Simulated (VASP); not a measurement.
A run of VASP 6.6.1:

POSCAR

```
HfV2
1.0
    0.0000000000      3.5677883035      3.5677883035
    3.5677883035      0.0000000000      3.5677883035
    3.5677883035      3.5677883035      0.0000000000
Hf V
2 4
Direct
    0.1250000000      0.1250000000      0.1250000000
   -0.1250000000     -0.1250000000     -0.1250000000
    0.5000000000      0.5000000000      0.5000000000
    0.5000000000      0.5000000000      0.0000000000
    0.5000000000      0.0000000000      0.5000000000
    0.0000000000      0.5000000000      0.5000000000
```

File INCAR.step1:

```
PREC     = Accurate       # precision mode
ENCUT    = 520            # plane-wave cutoff, eV
EDIFF    = 1E-6           # SCF threshold, eV
ISMEAR   = -1             # smearing method
SIGMA    = 0.05           # smearing width, eV
LREAL    = F              # projectors in reciprocal space
LASPH    = T              # aspherical terms in the spheres
NELM     = 60             # most SCF steps
ALGO     = Normal         # electronic algorithm
ISIF     = 2              # what is computed and relaxed
LWAVE    = F              # write WAVECAR
LCHARG   = T              # write CHGCAR
LMAXMIX  = 4              # l up to which the mixer works
GGA      = CA             # functional
NBANDS   = 45             # bands
```

Contents of KPOINTS.step1:

```
Automatic mesh
0
Gamma
  8 8 8
```

INCAR.step2

```
PREC     = Accurate       # precision mode
ENCUT    = 520            # plane-wave cutoff, eV
EDIFF    = 1E-6           # SCF threshold, eV
ISMEAR   = -5             # smearing method
SIGMA    = 0.05           # smearing width, eV
LREAL    = F              # projectors in reciprocal space
LASPH    = T              # aspherical terms in the spheres
NELM     = 60             # most SCF steps
ALGO     = Normal         # electronic algorithm
ISIF     = 2              # what is computed and relaxed
LWAVE    = F              # write WAVECAR
LCHARG   = F              # write CHGCAR
LMAXMIX  = 4              # l up to which the mixer works
GGA      = CA             # functional
LORBIT   = 11             # projections on sites
NEDOS    = 2001           # points of the DOS
ICHARG   = 11             # starting density
```

The input KPOINTS.step2:

```
Automatic mesh
0
Gamma
  12 12 12
```

Potentials or basis: VASP PAW LDA potentials, release 64 (Hf_pv, V_sv).

Run with:

```console
$ cat potpaw_LDA.64/Hf_pv/POTCAR potpaw_LDA.64/V_sv/POTCAR > POTCAR
$ cp INCAR.step1 INCAR
$ cp KPOINTS.step1 KPOINTS
$ mpirun -np 1 vasp_std > vasp.out
$ cp INCAR.step2 INCAR
$ cp KPOINTS.step2 KPOINTS
$ mpirun -np 1 vasp_std > vasp.out
```

Hardware: 1 thread of AMD EPYC 7R13 Processor (Zen 3), with other jobs on the host.

Task: Estimate the wall time of this run.

Result: Wall time 3.9 min on 1 thread of AMD EPYC 7R13 Processor (Zen 3), on a shared host, peak memory 0.31 GiB. Counts: k points 72.
